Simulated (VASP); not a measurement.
# Hf (P6_3/mmc) in VASP: notebook, part 2 of 2

VASP 6.6.1. Earlier steps stand in the parts before.

## (3) Electric field gradients, PBE (zz strain of -1 %)

INCAR reads:

```
PREC = Accurate ; ENCUT = 520
EDIFF = 1E-8 ; ISMEAR = -1
SIGMA = 0.05 ; LREAL = F
LASPH = T ; NELM = 60
ALGO = Normal ; ISIF = 2
LWAVE = F ; LCHARG = F
GGA = PE ; LEFG = T
NBANDS = 17
```

KPOINTS reads:

```
regular mesh
0
Gamma
  13 13 7
```

POSCAR reads:

```
Hf
1.0
    3.1966985242      0.0000000000      0.0000000000
   -1.5983492621      2.7684221302      0.0000000000
    0.0000000000      0.0000000000      5.0072220000
Hf
2
Direct
    0.3333333333      0.6666666667      0.2500000000
    0.6666666667      0.3333333333      0.7500000000
```

Potentials or basis: VASP PAW PBE potentials, release 64 (Hf_pv).

Launch:

```
$ cat potpaw_PBE.64/Hf_pv/POTCAR > POTCAR
$ mpirun -np 1 vasp_std > vasp.out
```

OUTCAR:

```text
PREC = Accurate
   ENCUT = 520
   EDIFF = 1E-8
   ISMEAR = -1
   LREAL = F
   LASPH = T
   NELM = 60
   ISIF = 2
   GGA = PE

 ion  position               nearest neighbor table
   1  0.333  0.667  0.250-   2 3.11   2 3.11   2 3.11   2 3.11   2 3.11   2 3.11
   2  0.667  0.333  0.750-   1 3.11   1 3.11   1 3.11   1 3.11   1 3.11   1 3.11

  LATTYP: Found a hexagonal cell.
 ALAT       =     3.1966985242
 C/A-ratio  =     1.5663729195

  Lattice vectors:

 A1 = (   3.1966985242,   0.0000000000,   0.0000000000)
 A2 = (  -1.5983492621,   2.7684221302,   0.0000000000)
 A3 = (   0.0000000000,   0.0000000000,   5.0072220000)

Analysis of symmetry for initial positions (statically):
=====================================================================
 Subroutine PRICEL returns:
 Original cell was already a primitive cell.

 Routine SETGRP: Setting up the symmetry group for a
 hexagonal supercell.

 Subroutine GETGRP returns: Found 24 space group operations
 (whereof 12 operations were pure point group operations)
 out of a pool of 24 trial point group operations.

The static configuration has the point symmetry D_3d.
 The point group associated with its full space group is D_6h.

Analysis of symmetry for dynamics (positions and initial velocities):
=====================================================================
 Subroutine PRICEL returns:
 Original cell was already a primitive cell.

 Routine SETGRP: Setting up the symmetry group for a
 hexagonal supercell.

 Subroutine GETGRP returns: Found 24 space group operations
 (whereof 12 operations were pure point group operations)
 out of a pool of 24 trial point group operations.

[... 153 lines left out ...]
 fundamental gap:      0.0349455975
 Fermi energy:         4.9925526361

 k-point     1 :       0.0000    0.0000    0.0000
  band No.  band energies     occupation
      1     -26.0956      2.00000
      2     -25.3286      2.00000
      3     -25.3286      2.00000
      4     -25.1899      2.00000
      5     -25.1899      2.00000
      6     -25.1817      2.00000
[... 457 lines left out ...]
      4     -25.3562      2.00000
      5     -25.2233      2.00000
      6     -25.2145      2.00000
[... 9 lines left out ...]
     16       7.8497      0.00000
     17      10.8110      0.00000

 [... further k-points ...]
[... 5 lines left out ...]
  --------------------------------------------------------------------------------------
  -------------------------------------------------------------------------------------
  Total        0.3106389      0.3106389      0.6399435      0.0000000      0.0000000      0.0000000
  in kB       11.2314434     11.2314434     23.1377633      0.0000000      0.0000000      0.0000000
  external PRESSURE =      15.2002167 kB  Pullay stress =       0.0000000 kB

 VOLUME and BASIS-vectors are now :
 -----------------------------------------------------------------------------
  energy-cutoff  :      520.00
  volume of cell :       44.31
      direct lattice vectors                 reciprocal lattice vectors
     3.196698524  0.000000000  0.000000000     0.312822743  0.180608295  0.000000000
    -1.598349262  2.768422130  0.000000000     0.000000000  0.361216589  0.000000000
     0.000000000  0.000000000  5.007222000     0.000000000  0.000000000  0.199711537

 POSITION                                       TOTAL-FORCE (eV/Angst)
 -----------------------------------------------------------------------------------
     -0.00000      1.84561      1.25181        -0.000000     -0.000000      0.000000
      1.59835      0.92281      3.75542         0.000000      0.000000      0.000000
 -----------------------------------------------------------------------------------
    total drift:                                0.000000     -0.000000      0.000000

  FREE ENERGIE OF THE ION-ELECTRON SYSTEM (eV)
  ---------------------------------------------------
  free  energy   TOTEN  =       -19.8523043360 eV

  energy  without entropy=      -19.8396494379  energy(sigma->0) =      -19.84597689

 Electric field gradients (V/A^2)
---------------------------------------------------------------------
 ion       V_xx      V_yy      V_zz      V_xy      V_xz      V_yz
---------------------------------------------------------------------
   1     -46.537   -46.537    93.074     0.000    -0.000     0.000
   2     -46.537   -46.537    93.074     0.000     0.000    -0.000
---------------------------------------------------------------------

 Electric field gradients after diagonalization (V/A^2)
 (convention: |V_zz| > |V_xx| > |V_yy|)
----------------------------------------------------------------------
 ion       V_xx      V_yy      V_zz     asymmetry (V_yy - V_xx)/ V_zz
----------------------------------------------------------------------
   1     -46.537   -46.536    93.074       0.000
   2     -46.537   -46.536    93.074       0.000
----------------------------------------------------------------------

           NMR quadrupolar parameters

 Cq : quadrupolar parameter    Cq=e*Q*V_zz/h
 eta: asymmetry parameters     (V_yy - V_xx)/ V_zz
 Q  : nuclear electric quadrupole moment in mb (millibarn)
----------------------------------------------------------------------
 ion       Cq(MHz)       eta       Q (mb)
----------------------------------------------------------------------
   1       0.225       0.000       1.000
   2       0.225       0.000       1.000
----------------------------------------------------------------------
```

OSZICAR:

```text
N       E                     dE             d eps       ncg     rms          rms(c)
DAV:   1     0.509736482456E+02    0.50974E+02   -0.11413E+04  2864   0.112E+03
DAV:   2    -0.187011966246E+02   -0.69675E+02   -0.67822E+02  3745   0.250E+02
DAV:   3    -0.205423899819E+02   -0.18412E+01   -0.18290E+01  3563   0.271E+01
DAV:   4    -0.205578654008E+02   -0.15475E-01   -0.15466E-01  3633   0.300E+00
DAV:   5    -0.205580207114E+02   -0.15531E-03   -0.15529E-03  3702   0.265E-01    0.656E+01
DAV:   6    -0.200424319264E+02    0.51559E+00   -0.47981E-01  3419   0.449E+00    0.389E+01
DAV:   7    -0.198625389989E+02    0.17989E+00   -0.81548E-01  3474   0.561E+00    0.189E+00
DAV:   8    -0.198522065633E+02    0.10332E-01   -0.52205E-02  3289   0.149E+00    0.264E-01
DAV:   9    -0.198523156676E+02   -0.10910E-03   -0.11459E-03  3872   0.240E-01    0.187E-01
DAV:  10    -0.198523020021E+02    0.13666E-04   -0.69664E-05  3325   0.554E-02    0.253E-01
DAV:  11    -0.198523043195E+02   -0.23174E-05   -0.81336E-06  3621   0.200E-02    0.101E-02
DAV:  12    -0.198523044200E+02   -0.10052E-06   -0.49996E-07  3696   0.452E-03    0.403E-03
DAV:  13    -0.198523043724E+02    0.47607E-07   -0.14667E-08  2695   0.978E-04    0.133E-03
DAV:  14    -0.198523043362E+02    0.36183E-07   -0.15078E-09  1898   0.321E-04    0.277E-04
DAV:  15    -0.198523043360E+02    0.25557E-09   -0.19566E-10  1853   0.113E-04
   1 F= -.19852304E+02 E0= -.19845977E+02  d E =-.126549E-01
```

Wall time 81 s (1 thread of Intel Xeon 8259CL, shared host); peak memory 0.19 GiB.

Results:

- Free energy: -19.8523 eV
- Pressure: 1.5 GPa
- Band gap on the k mesh: zero (band 10 reaches 6.15 eV, above the bottom of band 11 at 4.58 eV)

Levels at points of the mesh, in eV from the Fermi level:
```csv
k point,band 7,band 8,band 9,band 10,band 11,band 12,band 13,band 14
"(0.00, 0.00, 0.00)",-7.42,-3.72,0.75,1.15,1.15,1.55,2.01,2.01
```

Electric field gradients, principal values (V/Å²):
| atom | least | middle | greatest (by size) |
| --- | --- | --- | --- |
| 1 Hf | -46.536 | -46.537 | 93.074 |
| 2 Hf | -46.536 | -46.537 | 93.074 |

Caveat: the cell differs from its parent crystal (zz strain of -1 %); without QUAD_EFG the Cq values of the log hold for a quadrupole moment of 1 mb, not for the nuclei; spin-orbit coupling is left out, which moves the levels of the heavy elements.
